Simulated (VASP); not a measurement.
Input of a VASP 6.6.1 run:

INCAR

```
SYSTEM = Mn
PREC = Accurate
ENCUT = 520
EDIFF = 1E-7
ISMEAR = -1
SIGMA = 0.05
LREAL = .FALSE.
LASPH = .TRUE.
NELM = 150
ALGO = Normal
ISIF = 2
LWAVE = .FALSE.
LCHARG = .FALSE.
ISPIN = 2
MAGMOM = 0.918 -0.918
LORBIT = 11
LMAXMIX = 4
GGA = PS
NBANDS = 24
```

Contents of KPOINTS:

```
Automatic mesh
0
G
  14 14 10
  0 0 0
```

The input POSCAR:

```
Mn
1.0
    2.5700621318      0.0000000000      0.0000000000
    0.0000000000      2.5700621318      0.0000000000
    0.0000000000      0.0000000000      3.5691357306
Mn
2
Direct
    0.0000000000      0.0000000000      0.0000000000
    0.5000000000      0.5000000000      0.5000000000
```

Potentials or basis: VASP PAW PBE potentials, release 64 (Mn_pv).

The run is started by

```bash
$ cat potpaw_PBE.64/Mn_pv/POTCAR > POTCAR
$ mpirun -np 1 vasp_std > vasp.out
```

(1) Estimate the site moments.

(2) What does it give for the band gap on the k mesh?

(3) Predict the net moment.

Answers

(1) Mn +1.99, -1.99 μB.

(2) zero (filled and empty bands overlap).

(3) 0.00 μB per cell.

Caveat: the cell stands under tension.
